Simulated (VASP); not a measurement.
# Ta3AsAu2O13: single point with PBEsol

The system is Ta3AsAu2O13.

```
CELL_PARAMETERS angstrom
5.45204 0.00000 0.00000
-2.72602 4.72161 0.00000
0.00000 0.00000 9.57902
ATOMIC_POSITIONS crystal
Ta 0.00000 0.00000 0.19408
Ta 0.00000 0.00000 0.80592
Ta 0.66667 0.33333 0.00000
As 0.00000 0.00000 0.50000
Au 0.33333 0.66667 0.27428
Au 0.33333 0.66667 0.72572
O 0.00000 0.00000 0.00000
O 0.23947 0.97129 0.36402
O 0.02871 0.26818 0.36402
O 0.73182 0.76053 0.36402
O 0.23947 0.97129 0.63598
O 0.02871 0.26818 0.63598
O 0.73182 0.76053 0.63598
O 0.38452 0.33425 0.85844
O 0.66575 0.05026 0.85844
O 0.94974 0.61548 0.85844
O 0.38452 0.33425 0.14156
O 0.66575 0.05026 0.14156
O 0.94974 0.61548 0.14156
```

| Item | Value |
| --- | --- |
| Program | VASP 6.6.1 |
| Task | single point |
| Functional | PBEsol |
| Potentials or basis | VASP PAW PBE potentials, release 64 (Ta_pv, As, Au, O) |
| Cutoff | 520 eV |
| k mesh | 4 × 4 × 2 |
| Occupations | fermi-dirac, width 0.05 eV |
| Spin | no spin polarisation |

| Item | Value |
| --- | --- |
| Pressure | -5.6 GPa |
| Largest force | 0.298 eV/Å |
| Band gap on the k mesh | zero (bands 69 and 70 overlap by 0.06 eV) |

Forces on the atoms (eV/Å):
```
Ta   0.000  0.000  0.283
Ta   0.000  0.000 -0.283
Ta   0.000  0.000  0.000
As   0.000  0.000  0.000
Au   0.000  0.000  0.026
Au   0.000  0.000 -0.026
O    0.000  0.000  0.000
O    0.039 -0.275 -0.107
O    0.218  0.172 -0.107
O   -0.258  0.103 -0.107
O    0.039 -0.275  0.107
O    0.218  0.172  0.107
O   -0.258  0.103  0.107
O   -0.058 -0.084  0.031
O    0.102 -0.008  0.031
O   -0.044  0.093  0.031
O   -0.058 -0.084 -0.031
O    0.102 -0.008 -0.031
O   -0.044  0.093 -0.031
```

Stress tensor (GPa, compression positive):
```
-5.69  0.00  0.00
 0.00 -5.69  0.00
 0.00  0.00 -5.41
```

Levels at points of the mesh, in eV from the Fermi level:
```
           k point  band 66  band 67  band 68  band 69  band 70  band 71  band 72  band 73
(0.00, 0.00, 0.00)    -1.15    -1.15     0.02     0.02     0.18     0.18     1.06     2.44
(0.50, 0.00, 0.00)    -0.85    -0.81    -0.32     0.00     0.03     0.26     1.91     2.29
(0.00, 0.50, 0.00)    -0.85    -0.81    -0.32     0.00     0.03     0.26     1.91     2.29
(0.50, 0.50, 0.00)    -0.85    -0.81    -0.32     0.00     0.03     0.26     1.91     2.29
(0.00, 0.00, 0.50)    -1.09    -1.09    -0.04    -0.04     0.24     0.24     1.50     2.59
(0.50, 0.00, 0.50)    -0.99    -0.77    -0.19    -0.10    -0.04     0.26     2.23     2.40
(0.00, 0.50, 0.50)    -0.99    -0.77    -0.19    -0.10    -0.04     0.26     2.23     2.40
(0.50, 0.50, 0.50)    -0.99    -0.77    -0.19    -0.10    -0.04     0.26     2.23     2.40
```

Run time: 33 min on 1 thread of Intel Xeon 8259CL, on a shared host, peak memory 0.52 GiB.

Caveat: the cell stands under tension; the PAW data sets were made with another functional, which shifts forces and pressure a little; spin-orbit coupling is left out, which moves the levels of the heavy elements.
